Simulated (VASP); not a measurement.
Set up this calculation in VASP 6.6.1, as the native input.

| Quantity | Value |
| --- | --- |
| Task | single point |
| Functional | PBE |
| Potentials or basis | VASP PAW PBE potentials, release 64 (Br, Ca_sv) |
| Cutoff | 520 eV |
| k mesh | 8 × 8 × 6 |
| Occupations | fermi-dirac, width 0.05 eV |
| Spin | no spin polarisation |
| Dipole correction | no |
| Further INCAR settings | ALGO = Normal; EDIFF = 1e-06; NBANDS = 16 |

The structure of CaBr lies in POSCAR:

```
CaBr
1.0
    3.7284579550      0.0000000000      0.0000000000
   -1.8642289775      3.2289393060      0.0000000000
    0.0000000000      0.0000000000      4.1398367133
Br Ca
1 1
Direct
    0.3333333333      0.6666666667      0.5000000000
    0.0000000000      0.0000000000      0.0000000000
```

The input as run:

INCAR

```
SYSTEM = CaBr
ALGO = Normal
EDIFF = 1E-6
ENCUT = 520
GGA = PE
ISIF = 2
ISMEAR = -1
LASPH = .True.
LCHARG = .True.
LELF = .True.
LREAL = .False.
LVHAR = .True.
LWAVE = .False.
NBANDS = 16
NELM = 100
PREC = Accurate
SIGMA = 0.05
```

KPOINTS

```
k-points
0
Gamma
  8 8 6
  0 0 0
```

Potentials or basis: VASP PAW PBE potentials, release 64 (Br, Ca_sv).

Run with:

```sh
$ cat potpaw_PBE.64/Br/POTCAR potpaw_PBE.64/Ca_sv/POTCAR > POTCAR
$ mpirun -np 1 vasp_std > vasp.out
```

It gave:

```yaml
Pressure: 5.1 GPa
Band_gap_on_the_k_mesh: zero (an odd number of electrons rules out a gap without spin polarisation)
```

Caveat: the cell stands under pressure; an odd number of electrons without spin polarisation forces a metal; a magnetic or distorted state may lie lower.

Wall time 13 s on 1 thread of Intel(R) Xeon(R) 6975P-C (Granite Rapids) (shared host), peak memory 0.17 GiB.
